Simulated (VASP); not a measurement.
# Cu: electric field gradients with LDA

Crystal: Cu.

```
Cu
1.0
     2.57306    0.00000    0.00000
    -1.28653    2.22834    0.00000
     0.00000    0.00000    4.16837
Cu
2
Direct
  0.33333 0.66667 0.25000
  0.66667 0.33333 0.75000
```

- Program: VASP 6.6.1
- Task: electric field gradients
- Functional: LDA
- Potentials or basis: VASP PAW LDA potentials, release 64 (Cu)
- Cutoff: 520 eV
- k mesh: 13 × 13 × 7
- Occupations: fermi-dirac, width 0.05 eV
- Spin: no spin polarisation
- Dipole correction: no
- Further INCAR settings: ALGO = Normal; EDIFF = 1e-08; NBANDS = 18

```yaml
Pressure: -13.1 GPa
Band_gap_on_the_k_mesh: zero (band 11 reaches 10.16 eV, above the bottom of band 12 at 5.28 eV)
```

Stress tensor (GPa, compression positive):
```
-14.28   0.00   0.00
  0.00 -14.28   0.00
  0.00   0.00 -10.78
```

Levels at points of the mesh, in eV from the Fermi level:
```tsv
k point	band 9	band 10	band 11	band 12	band 13	band 14
(0.00, 0.00, 0.00)	-2.52	-1.76	-1.76	-0.87	3.76	21.24
```

Electric field gradients, principal values (V/Å²):
```tsv
atom	least	middle	greatest (by size)
1 Cu	2.503	2.507	-5.011
2 Cu	2.503	2.507	-5.011
```

Wall time 13 s on 1 thread of Intel(R) Xeon(R) 6975P-C (Granite Rapids) (shared host), peak memory 0.14 GiB.

Caveat: without QUAD_EFG the Cq values of the log hold for a quadrupole moment of 1 mb, not for the nuclei.
